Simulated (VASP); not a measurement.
Here is a VASP 6.6.1 calculation.

File INCAR:

```
SYSTEM = Ta2AlN3
ALGO = Normal
EDIFF = 1E-6
ENCUT = 520
GGA = PE
ISIF = 2
ISMEAR = 0
LASPH = .TRUE.
LCHARG = .FALSE.
LREAL = .FALSE.
LWAVE = .FALSE.
NBANDS = 29
NELM = 80
PREC = Accurate
SIGMA = 0.1
```

KPOINTS

```
k-points
0
G
  6 6 6
  0 0 0
```

Contents of POSCAR:

```
Ta2AlN3
1.0
    5.4834595500      0.0000000000      0.0000000000
   -2.7417297700      4.7488152700      0.0000000000
    0.0000000000      0.0000000000      3.0718359700
Ta Al N
2 1 3
Direct
    0.3333333300      0.6666666700      0.5000000000
    0.6666666700      0.3333333300      0.5000000000
    0.0000000000      0.0000000000      0.0000000000
    0.5000000000      0.0000000000      0.0000000000
    0.5000000000      0.5000000000      0.0000000000
    0.0000000000      0.5000000000      0.0000000000
```

Potentials or basis: VASP PAW PBE potentials, release 64 (Ta_pv, Al, N).

Command:

```sh
$ cat potpaw_PBE.64/Ta_pv/POTCAR potpaw_PBE.64/Al/POTCAR potpaw_PBE.64/N/POTCAR > POTCAR
$ mpirun -np 1 vasp_std > vasp.out
```

(1) Predict the band gap on the k mesh.

(2) Predict the pressure.

## Answers

(1) zero (band 20 reaches 7.23 eV, above the bottom of band 21 at 5.47 eV).

(2) -20.9 GPa.

Caveat: spin-orbit coupling is left out, which moves the levels of the heavy elements.
